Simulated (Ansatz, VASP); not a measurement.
Two plane-wave programs on Li3ZrN2

```xyz
6
Lattice="2.5367 -3.5970 0.0000 2.5367 3.5970 0.0000 0.0000 0.0000 3.0514" Properties=species:S:1:pos:R:3 pbc="T T T"
Li    2.5367   -1.3168    0.0000
Li    2.5367    1.3168    0.0000
Li    2.5367    0.0000    1.5257
Zr    0.0000    0.0000    0.0000
N     1.2684   -1.7985    1.5257
N     1.2684    1.7985    1.5257
```

Change from the starting cell: species swapped into the LaAl2Cu3 type (Cmmm, No. 65).

Alike in both runs: functional PBE; k mesh 3 × 3 × 3; occupations gaussian, width 0.15 eV; no spin polarisation.

Ansatz relaxed the structure, and its values are those at the end. VASP's run is a single point on that final structure, the one shown.

|  | VASP | Ansatz |
| --- | --- | --- |
| version | VASP 6.6.1 | Ansatz 0.2.0 |
| potentials or method | VASP PAW PBE potentials, release 64 (Li_sv, Zr_sv, N), cutoff 750 eV | scalar-relativistic, plane waves, PAW |
| valence electrons in the cell | 31 | 31 |

Ansatz gave:

| Property | Result |
| --- | --- |
| gap on the k mesh at the Fermi level (eV) | none |
| pressure (GPa) | -0.2 |

Question: Estimate VASP's values.

Answer: gap on the k mesh at the Fermi level (eV): none; pressure (GPa): -0.3.

A gap of «none» marks a metal or a gap that the smearing closes.

The k mesh is coarse, so the values compare programs but aren't converged.
